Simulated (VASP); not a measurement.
Write the native input for VASP 6.6.1 that does the following.

```yaml
Task: single point
Functional: LDA
Potentials_or_basis: VASP PAW LDA potentials, release 64 (Sr_sv)
Cutoff: 520 eV
k_mesh: 6 × 6 × 6
Occupations: methfessel-paxton, width 0.05 eV
Spin: no spin polarisation
Dipole_correction: no
Further_INCAR_settings: ALGO = Normal; EDIFF = 1e-07; NBANDS = 11
```

The structure of Sr lies in POSCAR:

```
Sr
1.0
    0.0000000000      3.0423500000      3.0423500000
    3.0423500000      0.0000000000      3.0423500000
    3.0423500000      3.0423500000      0.0000000000
Sr
1
Direct
    0.0000000000      0.0000000000      0.0000000000
```

The input as run:

INCAR

```
ALGO = Normal
EDIFF = 1E-7
ENCUT = 520
ISIF = 2
ISMEAR = 1
LASPH = True
LCHARG = False
LREAL = False
LWAVE = False
NBANDS = 11
NELM = 80
PREC = Accurate
SIGMA = 0.05
```

KPOINTS

```
k-points
0
Gamma
  6 6 6
```

Potentials or basis: VASP PAW LDA potentials, release 64 (Sr_sv).

Launch:

```console
$ cat potpaw_LDA.64/Sr_sv/POTCAR > POTCAR
$ mpirun -np 1 vasp_std > vasp.out
```

Results of the run:

```
Pressure : -1.5 GPa
```

Run time: 12 s on 1 thread of Intel Xeon 8259CL, on a shared host, peak memory 0.15 GiB.
